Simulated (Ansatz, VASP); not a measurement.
## Two plane-wave programs on ZnO

File POSCAR:

```
ZnO
1.0
    0.0000000000      2.1337703828      2.1337703828
    2.1337703828      0.0000000000      2.1337703828
    2.1337703828      2.1337703828      0.0000000000
Zn O
1 1
Direct
    0.0000000000      0.0000000000      0.0000000000
    0.5000000000      0.5000000000      0.5000000000
```

The input INCAR.step1:

```
PREC = Accurate
ENCUT = 910
EDIFF = 1E-5
ISMEAR = 0
SIGMA = 0.01
LREAL = F
LASPH = T
NELM = 120
ALGO = Normal
ISIF = 2
LWAVE = T
LCHARG = F
GGA = PE
NBANDS = 16
GGA_COMPAT = F
```

File INCAR.step2:

```
PREC = Accurate
ENCUT = 910
EDIFF = 1E-6
ISMEAR = 0
SIGMA = 0.01
LREAL = F
LASPH = T
NELM = 120
ALGO = Normal
ISIF = 2
LWAVE = F
LCHARG = F
GGA = PE
LHFCALC = T
AEXX = 0.05
HFSCREEN = 0.3
PRECFOCK = Normal
ISTART = 1
NBANDS = 16
GGA_COMPAT = F
```

The input KPOINTS:

```
Automatic mesh
0
Gamma
  4 4 4
```

Input for Ansatz:

```yaml
crystal:
  lattice:
    - [0.0, 2.1337703828, 2.1337703828]
    - [2.1337703828, 0.0, 2.1337703828]
    - [2.1337703828, 2.1337703828, 0.0]
  atoms:
    - { symbol: Zn, position: [0.0, 0.0, 0.0] }
    - { symbol: O, position: [0.5, 0.5, 0.5] }
kpoints:
  mp_grid: { grid: [4, 4, 4] }
hamiltonian:
  xc: { exchange: pbe, correlation: pbe, exx: { coeff: 0.05, omega: 0.3 } }
scf:
  occupations: { method: fixed }
  n_extra_bands: 4
output:
  forces: true
  stress: true
  eigenvalues: true
```

Alike in both runs: task single point; functional PBE-based screened hybrid; k mesh 4 × 4 × 4; no spin polarisation.

|  | VASP | Ansatz |
| --- | --- | --- |
| version | VASP 6.6.1 | Ansatz 0.2.0 |
| potentials or method | VASP PAW PBE potentials, release 64 (Zn, O_h) | plane waves |
| plane-wave cutoff (eV) | 910 | 420 |
| occupations | gaussian, width 0.01 eV | fixed |
| valence electrons in the cell | 18 | 18 |

```tsv
	VASP	Ansatz	Ansatz less VASP
gap on the k mesh at the Fermi level (eV)	1.21	1.24	+0.038
```

VASP's potentials were made for PBE, not for PBE-based screened hybrid. Ansatz's warnings: stress exchange threshold loose, stress scf threshold loose.

The k mesh is coarse, so the values compare programs but aren't converged. Noted on VASP's run: the cutoff is short for stress, so the pressure is rough.
